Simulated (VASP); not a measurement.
Input of a VASP 6.6.1 run:

File INCAR:

```
SYSTEM = CuAu3
PREC     = Accurate       ! precision mode
ENCUT    = 520            ! plane-wave cutoff, eV
EDIFF    = 1E-6           ! SCF threshold, eV
ISMEAR   = 0              ! smearing method
SIGMA    = 0.1            ! smearing width, eV
LREAL    = .False.        ! projectors in reciprocal space
LASPH    = .True.         ! aspherical terms in the spheres
NELM     = 80             ! most SCF steps
ALGO     = Fast           ! electronic algorithm
ISIF     = 2              ! what is computed and relaxed
LWAVE    = .False.        ! write WAVECAR
LCHARG   = .False.        ! write CHGCAR
GGA      = PS             ! functional
NBANDS   = 30             ! bands
```

File KPOINTS:

```
Automatic mesh
0
Gamma
  14 14 14
  0 0 0
```

File POSCAR:

```
CuAu3
1.0
    3.8152816788      0.0000000000      0.0000000000
    0.0000000000      3.8152816788      0.0000000000
    0.0000000000      0.0000000000      3.8152816788
Cu Au
1 3
Direct
    0.0000000000      0.0000000000      0.0000000000
    0.0000000000      0.5000000000      0.5000000000
    0.5000000000      0.0000000000      0.5000000000
    0.5000000000      0.5000000000      0.0000000000
```

Potentials or basis: VASP PAW PBE potentials, release 64 (Cu, Au).

Command:

```bash
$ cat potpaw_PBE.64/Cu/POTCAR potpaw_PBE.64/Au/POTCAR > POTCAR
$ mpirun -np 1 vasp_std > vasp.out
```

(1) Predict the pressure.

(2) What does it give for the band gap on the k mesh?

## Answers

(1) 29.7 GPa.

(2) zero (band 22 reaches 12.25 eV, above the bottom of band 23 at 9.52 eV).

Caveat: the cell differs from its parent crystal (equal strain along all axes, cell held: -4.0 %); the PAW data sets were made with another functional, which shifts forces and pressure a little; spin-orbit coupling is left out, which moves the levels of the heavy elements.
